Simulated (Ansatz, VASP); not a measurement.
**PbS: VASP beside Ansatz**

Contents of INCAR:

```
  PREC = Accurate
  ENCUT = 520
  EDIFF = 1E-6
  ISMEAR = 0
  SIGMA = 0.15
  LREAL = F
  LASPH = T
  NELM = 80
  ALGO = Normal
  ISIF = 2
  LWAVE = F
  LCHARG = F
  GGA = PS
  NBANDS = 17
```

File KPOINTS:

```
Automatic mesh
0
Gamma
  14 14 14
```

File POSCAR:

```
PbS
1.0
    3.4709760500      0.0000000000      0.0000000000
    0.0000000000      3.4709760500      0.0000000000
    0.0000000000      0.0000000000      3.6536590000
Pb S
1 1
Direct
    0.0000000000      0.0000000000      0.0000000000
    0.5000000000      0.5000000000      0.5000000000
```

Input for Ansatz:

```yaml
crystal:
  lattice:
    - [3.47097605, 0.0, 0.0]
    - [0.0, 3.47097605, 0.0]
    - [0.0, 0.0, 3.653659]
  atoms:
    - { symbol: Pb, position: [0.0, 0.0, 0.0] }
    - { symbol: S, position: [0.5, 0.5, 0.5] }
basis:
  ecutwfc: 420
kpoints:
  mp_grid: { grid: [14, 14, 14] }
hamiltonian:
  xc: pbesol
scf:
  occupations: { method: gaussian, width: 0.15 }
output:
  forces: true
  stress: true
  eigenvalues: true
```

Change from the starting cell: strain -0.050 along x and y, +0.000 along z, atoms carried along.

Alike in both runs: task single point; functional PBEsol; k mesh 14 × 14 × 14; occupations gaussian, width 0.15 eV; no spin polarisation.

```csv
,VASP,Ansatz
version,VASP 6.6.1,Ansatz 0.2.0
potentials or method,"VASP PAW PBE potentials, release 64 (Pb_d, S), cutoff 520 eV","scalar-relativistic, plane waves, PAW"
valence electrons in the cell,20,20
```

|  | VASP | Ansatz | Ansatz less VASP |
| --- | --- | --- | --- |
| gap on the k mesh at the Fermi level (eV) | none | none | - |
| pressure (GPa) | 2.8 | 2.8 | +0.04 |
| traceless stress, the component that is largest in VASP (GPa) | -3.33 | -3.34 | -0.003 |

VASP's potentials were made for PBE, not for PBEsol. A gap of «none» marks a metal or a gap that the smearing closes.

Spin-orbit coupling is off throughout.
